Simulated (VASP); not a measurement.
# Mo (P6/mmm) in VASP: further runs

Runs on Mo. Level: r2SCAN. Tasks: single point.

Program: VASP 6.6.1. These are calculated values, not measurements. Logs are shortened: lines on timing, memory, paths and dates and some standing lists are left out, and cuts for length are marked.

### Step 1. The cell of the first run

It takes space group P6/mmm (No. 191, hexagonal). The conventional cell has a = 2.777 Å, b = 2.777 Å, c = 2.479 Å, α = 90.00°, β = 90.00°, γ = 120.00°. Mo (site symmetry 6/mmm) has 8 Mo at 2.48 to 2.78 Å within 3.3 Å.

This isn't the form of Mo at room conditions, which is bcc.

### Step 2. Single point, r2SCAN (strain +0.015 along x and y, -0.030 along z)

Input file POSCAR:

```
Mo
1.0
    2.7765430532      0.0000000000      0.0000000000
   -1.3882715266      2.4045568187      0.0000000000
    0.0000000000      0.0000000000      2.4785252790
Mo
1
Direct
    0.0000000000      0.0000000000      0.5000000000
```

Input file INCAR.step1:

```
ALGO = Normal ; EDIFF = 1E-4
ENCUT = 520 ; GGA = PE
ISMEAR = 0 ; LASPH = T
LCHARG = F ; LREAL = F
LWAVE = T ; NBANDS = 13
NELM = 100 ; PREC = Accurate
SIGMA = 0.15
```

Input file INCAR.step2:

```
ALGO = Normal ; EDIFF = 1E-6
ENCUT = 520 ; ISIF = 2
ISMEAR = 0 ; ISTART = 1
LASPH = T ; LCHARG = T
LELF = T ; LMIXTAU = T
LREAL = F ; LVHAR = T
LWAVE = F ; METAGGA = R2SCAN
NBANDS = 13 ; NELM = 100
PREC = Accurate ; SIGMA = 0.15
```

Input file KPOINTS:

```
k-points
0
Gamma
  18 18 18
```

Potentials or basis: VASP PAW PBE potentials, release 64 (Mo_sv).

On the command line:

```
$ cat potpaw_PBE.64/Mo_sv/POTCAR > POTCAR
$ cp INCAR.step1 INCAR
$ mpirun -np 1 vasp_std > vasp.out
$ cp INCAR.step2 INCAR
$ mpirun -np 1 vasp_std > vasp.out
```

OUTCAR:

```text
EDIFF = 1E-6
   ENCUT = 520
   ISIF = 2
   ISMEAR = 0
   ISTART = 1
   LASPH = T
   LREAL = F
   METAGGA = R2SCAN
   NELM = 100
   PREC = Accurate

 ion  position               nearest neighbor table
   1  0.000  0.000  0.500-

  LATTYP: Found a hexagonal cell.
 ALAT       =     2.7765430532
 C/A-ratio  =     0.8926658912

  Lattice vectors:

 A1 = (   2.7765430532,   0.0000000000,   0.0000000000)
 A2 = (  -1.3882715266,   2.4045568187,   0.0000000000)
 A3 = (   0.0000000000,   0.0000000000,   2.4785252790)

Analysis of symmetry for initial positions (statically):
=====================================================================
 Subroutine PRICEL returns:
 Original cell was already a primitive cell.

 Routine SETGRP: Setting up the symmetry group for a
 hexagonal supercell.

 Subroutine GETGRP returns: Found 24 space group operations
 (whereof 24 operations were pure point group operations)
 out of a pool of 24 trial point group operations.

The static configuration has the point symmetry D_6h.

Analysis of symmetry for dynamics (positions and initial velocities):
=====================================================================
 Subroutine PRICEL returns:
 Original cell was already a primitive cell.

 Routine SETGRP: Setting up the symmetry group for a
 hexagonal supercell.

 Subroutine GETGRP returns: Found 24 space group operations
 (whereof 24 operations were pure point group operations)
 out of a pool of 24 trial point group operations.

The dynamic configuration has the point symmetry D_6h.

 Subroutine INISYM returns: Found 24 space group operations
 (whereof 24 operations are pure point group operations),
 and found     1 'primitive' translations

----------------------------------------------------------------------------------------

                                     Primitive cell

  volume of cell :      16.5475

  direct lattice vectors                    reciprocal lattice vectors
     2.776543053  0.000000000  0.000000000     0.360160091  0.207938526  0.000000000
    -1.388271527  2.404556819  0.000000000     0.000000000  0.415877052  0.000000000
     0.000000000  0.000000000  2.478525279     0.000000000  0.000000000  0.403465726

  length of vectors
     2.776543053  2.776543053  2.478525279     0.415877052  0.415877052  0.403465726

  position of ions in fractional coordinates (direct lattice)
     0.000000000  0.000000000  0.500000000

  ion indices of the primitive-cell ions
   primitive index   ion index
                 1           1

----------------------------------------------------------------------------------------

 KPOINTS: k-points

Automatic generation of k-mesh.
 Grid dimensions read from file:
 generate k-points for:   18   18   18

 Generating k-lattice:

  Cartesian coordinates                     Fractional coordinates (reciprocal lattice)
     0.020008894  0.011552140  0.000000000     0.055555556 -0.000000000  0.000000000
     0.000000000  0.023104281  0.000000000     0.000000000  0.055555556  0.000000000
     0.000000000  0.000000000  0.022414763     0.000000000  0.000000000  0.055555556

  Length of vectors
     0.023104281  0.023104281  0.022414763

  Shift w.r.t. Gamma in fractional coordinates (k-lattice)
     0.000000000  0.000000000  0.000000000

 Subroutine IBZKPT returns following result:
 ===========================================

 Found    370 irreducible k-points:

 Following reciprocal coordinates:
            Coordinates               Weight
  0.000000  0.000000  0.000000      1.000000
  0.055556  0.000000  0.000000      6.000000
  0.111111  0.000000  0.000000      6.000000
  0.166667  0.000000  0.000000      6.000000
  0.222222 -0.000000  0.000000      6.000000
  0.277778 -0.000000  0.000000      6.000000
[... 16 lines left out ...]
  0.333333  0.111111  0.000000     12.000000
  0.388889  0.111111  0.000000     12.000000
 [... further k-points ...]
   k-points           NKPTS =    370   k-points in BZ     NKDIM =    370   number of bands    NBANDS=     13
   number of dos      NEDOS =    301   number of ions     NIONS =      1
   total plane-waves  NPLWV =  10368
   dimension x,y,z NGX =    24 NGY =   24 NGZ =   18
   dimension x,y,z NGXF=    48 NGYF=   48 NGZF=   36
   ions per type =               1
   NGX,Y,Z   is equivalent  to a cutoff of  14.37, 14.37, 12.07 a.u.
   NGXF,Y,Z  is equivalent  to a cutoff of  28.74, 28.74, 24.15 a.u.
 SYSTEM =  unknown system
   PREC   = accura    normal or accurate (medium, high low for compatibility)
   ISTART =      1    job   : 0-new  1-cont  2-samecut
   ICHARG =      0    charge: 1-file 2-atom 10-const
   ISPIN  =      1    spin polarized calculation?
   LNONCOLLINEAR =      F non collinear calculations
   LSORBIT =      F    spin-orbit coupling
   LASPH  =      T    aspherical Exc in radial PAW
   ENCUT  =  520.0 eV  38.22 Ry    6.18 a.u.   5.16  5.16  4.61*2*pi/ulx,y,z
   NELM   =    100;   NELMIN=  2; NELMDL=  0     # of ELM steps
   EDIFF  = 0.1E-05   stopping-criterion for ELM
   LREAL  =      F    real-space projection
   EDIFFG = 0.1E-04   stopping-criterion for IOM
   NSW    =      0    number of steps for IOM
   IBRION =     -1    ionic relax: 0-MD 1-quasi-New 2-CG
   NFREE  =      0    steps in history (QN), initial steepest desc. (CG)
   ISIF   =      2    stress and relaxation
   ISYM   =      2    0-nonsym 1-usesym 2-fastsym
   POTIM  = 0.5000    time-step for ionic-motion
   TEBEG  =    0.0;   TEEND  =   0.0 temperature during run
   PSTRESS=    0.0 pullay stress
   NELECT =      14.0000    total number of electrons
   NUPDOWN=      -1.0000    fix difference up-down
   EMIN   =  10.00;   EMAX   =-10.00  energy-range for DOS
   EFERMI =   0.00;   METHOD = LEGACY
   ISMEAR =     0;   SIGMA  =   0.15  broadening in eV -4-tet -1-fermi 0-gaus
   EFERMI_NEDOS =   21; number of points for ismear=-14 and -15
   IALGO  =     38    algorithm
   IMIX   =      4    mixing-type and parameters
     AMIX     =   0.40;   BMIX     =  1.00
     AMIX_MAG =   1.60;   BMIX_MAG =  1.00
  volume/ion in A,a.u.               =      16.55       111.67
  Fermi-wavevector in a.u.,A,eV,Ry     =   1.548365  2.925985 32.619056  2.397433
  Thomas-Fermi vector in A             =   2.653325
   LORBIT       =      0    0 simple, 1 ext, 2 COOP (PROOUT), +10 PAW based schemes
   METAGGA = R2SCAN    functional components
   LHFCALC =     F    Hartree Fock is set to
   AEXX    =    0.0000 exact exchange contribution
   IVDW    =     0    specifies the selected vdW correction
   LEPSILON=     F    determine dielectric tensor
   LRPA    =     F    only Hartree local field effects (RPA)
 non-spin polarized calculation
 Gauss-broadening in eV      SIGMA  =   0.15
  energy-cutoff  :      520.00
  volume of cell :       16.55
 maximum number of plane-waves:       457
 NGX is ok and might be reduce to    24
   NGX = 11   NGY = 11   NGZ =  9

 number of electron      13.9999996 magnetization

 Free energy of the ion-electron system (eV)
  ---------------------------------------------------
  ext. energy  EPLUGINS =         0.00000000
  ---------------------------------------------------
  free energy    TOTEN  =       -25.14383915 eV

  energy without entropy =      -25.13246543  energy(sigma->0) =      -25.13815229

 E-fermi :  11.4724     XC(G=0): -14.1468

 val. band max:       11.4722577008   @ k =   0.0556   0.0000   0.4444
 cond. band min:      11.4785435577   @ k =   0.3889   0.0556   0.0000
 fundamental gap:      0.0062858569
 Fermi energy:        11.4723676711

 k-point     1 :       0.0000    0.0000    0.0000
  band No.  band energies     occupation
      1     -51.4689      2.00000
      2     -24.0451      2.00000
      3     -24.0451      2.00000
      4     -23.6482      2.00000
      5       4.3830      2.00000
      6       6.7685      2.00000
      7      10.5399      2.00000
      8      10.5399      2.00000
      9      16.1194      0.00000
     10      16.1194      0.00000
     11      24.7249      0.00000
     12      29.5926      0.00000
     13      32.7655      0.00000

 k-point     2 :       0.0556    0.0000    0.0000
  band No.  band energies     occupation
      1     -51.4627      2.00000
      2     -24.0872      2.00000
      3     -24.0545      2.00000
      4     -23.6442      2.00000
      5       4.5082      2.00000
      6       6.8140      2.00000
      7      10.4138      2.00000
      8      10.6507      2.00000
      9      16.0074      0.00000
     10      16.1004      0.00000
     11      25.0058      0.00000
     12      29.8227      0.00000
     13      32.1216      0.00000

 k-point     3 :       0.1111    0.0000    0.0000
  band No.  band energies     occupation
      1     -51.4446      2.00000
      2     -24.2074      2.00000
      3     -24.0813      2.00000
      4     -23.6327      2.00000
      5       4.8649      2.00000
      6       6.9472      2.00000
      7      10.0882      2.00000
      8      10.9787      2.00000
      9      15.7003      0.00000
     10      16.0463      0.00000
     11      25.7655      0.00000
     12      30.4763      0.00000
     13      30.7797      0.00000
[... 305 lines left out ...]
 k-point    23 :       0.3333    0.1111    0.0000
  band No.  band energies     occupation
      1     -51.2752      2.00000
      2     -25.1812      2.00000
      3     -24.4051      2.00000
      4     -23.5254      2.00000
      5       7.0242      2.00000
      6       7.7267      2.00000
      7      10.5989      2.00000
      8      13.6621      0.00000
      9      15.3726      0.00000
     10      15.5966      0.00000
     11      22.6630      0.00000
     12      25.1582      0.00000
     13      30.6801      0.00000

 k-point    24 :       0.3889    0.1111    0.0000
  band No.  band energies     occupation
      1     -51.2577      2.00000
      2     -25.2747      2.00000
      3     -24.4384      2.00000
      4     -23.5144      2.00000
      5       6.9020      2.00000
      6       7.8552      2.00000
      7      11.2948      1.90595
      8      13.4949      0.00000
      9      15.3051      0.00000
     10      16.3367      0.00000
     11      21.7444      0.00000
     12      24.4505      0.00000
     13      30.2484      0.00000

 [... further k-points ...]

------------------------ aborting loop because EDIFF is reached ----------------------------------------

  FORCE on cell =-STRESS in cart. coord.  units (eV):
  Direction    XX          YY          ZZ          XY          YZ          ZX
  --------------------------------------------------------------------------------------
  -------------------------------------------------------------------------------------
  Total       -0.1342380     -0.1342380      0.8263318      0.0000000     -0.0000000      0.0000000
  in kB      -12.9973037    -12.9973037     80.0077820      0.0000000     -0.0000000      0.0000000
  external PRESSURE =      18.0043916 kB  Pullay stress =       0.0000000 kB

 VOLUME and BASIS-vectors are now :
 -----------------------------------------------------------------------------
  energy-cutoff  :      520.00
  volume of cell :       16.55
      direct lattice vectors                 reciprocal lattice vectors
     2.776543053  0.000000000  0.000000000     0.360160091  0.207938526  0.000000000
    -1.388271527  2.404556819  0.000000000     0.000000000  0.415877052  0.000000000
     0.000000000  0.000000000  2.478525279     0.000000000  0.000000000  0.403465726

 POSITION                                       TOTAL-FORCE (eV/Angst)
 -----------------------------------------------------------------------------------
      0.00000      0.00000      1.23926        -0.000000      0.000000      0.000000
 -----------------------------------------------------------------------------------
    total drift:                                0.000000      0.000000      0.000000

  FREE ENERGIE OF THE ION-ELECTRON SYSTEM (eV)
  ---------------------------------------------------
  free  energy   TOTEN  =       -25.1438391483 eV

  energy  without entropy=      -25.1324654263  energy(sigma->0) =      -25.13815229
```

Run time: 62 s. Hardware: 1 thread of Intel Xeon 6975P-C (Granite Rapids), shared host; peak memory 0.19 GiB.

Results:

- Free energy: -25.1438 eV
- Pressure: 1.8 GPa
- Band gap on the k mesh: zero (bands 7 and 8 overlap by 1.80 eV)

Levels at points of the mesh, in eV from the Fermi level:
```
           k point  band 5  band 6  band 7  band 8  band 9  band 10
(0.00, 0.00, 0.00)   -7.09   -4.70   -0.93   -0.93    4.65     4.65
(0.50, 0.00, 0.00)   -5.07   -3.61    0.83    1.87    4.05     4.32
(0.00, 0.00, 0.50)   -3.52    0.12    0.12    0.35    0.52     0.52
(0.50, 0.00, 0.50)   -5.57   -3.15   -0.71    4.79    6.51     6.98
```

Caveat: the cell differs from its parent crystal (strain +0.015 along x and y, -0.030 along z); the stress differs along the axes, from -1 to 8 GPa; the PAW data sets were made with another functional, which shifts forces and pressure a little.

(Part 1 of 2 ends here.)

The gap in the log of VASP goes by the Fermi energy; the results here count the filled bands.